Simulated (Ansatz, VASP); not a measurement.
KBr in VASP and in Ansatz

INCAR

```
SYSTEM = KBr
PREC = Accurate
ENCUT = 520
EDIFF = 1E-6
ISMEAR = -1
SIGMA = 0.01
LREAL = .False.
LASPH = .True.
NELM = 60
ALGO = Normal
ISIF = 2
LWAVE = .False.
LCHARG = .False.
GGA = PE
NBANDS = 15
```

KPOINTS

```
Automatic mesh
0
Gamma
  6 6 6
  0 0 0
```

Contents of POSCAR:

```
KBr
1.0
    0.0000000000      3.2925000000      3.2925000000
    3.2925000000      0.0000000000      3.2925000000
    3.2925000000      3.2925000000      0.0000000000
K Br
1 1
Direct
    0.0000000000      0.0000000000      0.0000000000
    0.5000000000      0.5000000000      0.5000000000
```

Input for Ansatz:

```yaml
crystal:
  lattice:
    - [0.0, 3.2925, 3.2925]
    - [3.2925, 0.0, 3.2925]
    - [3.2925, 3.2925, 0.0]
  atoms:
    - { symbol: K, position: [0.0, 0.0, 0.0] }
    - { symbol: Br, position: [0.5, 0.5, 0.5] }
kpoints:
  mp_grid: { grid: [6, 6, 6] }
  band_path:
    path:
      - [0.0, 0.0, 0.0]
      - [0.5, 0.0, 0.5]
      - [0.625, 0.25, 0.625]
      - [0.375, 0.375, 0.75]
      - [0.0, 0.0, 0.0]
      - [0.5, 0.5, 0.5]
      - [0.5, 0.25, 0.75]
      - [0.5, 0.0, 0.5]
    npoints: 5
scf:
  occupations: { method: fermi_dirac, width: 0.01 }
hamiltonian:
  xc: pbe
  pseudopotentials:
    kind: all_electron
    lapw: { basis_error: 0.001 }
    relativity: none
output:
  forces: true
  stress: true
  eigenvalues: true
```

Alike in both runs: task single point; functional PBE; k mesh 6 × 6 × 6; occupations fermi-dirac, width 0.01 eV; no spin polarisation.

```csv
,VASP,Ansatz
version,VASP 6.6.1,Ansatz 0.2.0
potentials or method,"VASP PAW PBE potentials, release 64 (K_sv, Br), cutoff 520 eV","all-electron LAPW, non-relativistic"
```

VASP gave:

```
gap on the k mesh at the Fermi level (eV) : 4.45
pressure (GPa)                            : 0.9
```

**Question.** What did Ansatz give for the same quantities?

**Answer.** gap on the k mesh at the Fermi level (eV): 4.68; pressure (GPa): 0.9.

Ansatz ran all-electron here, and VASP with PAW potentials.
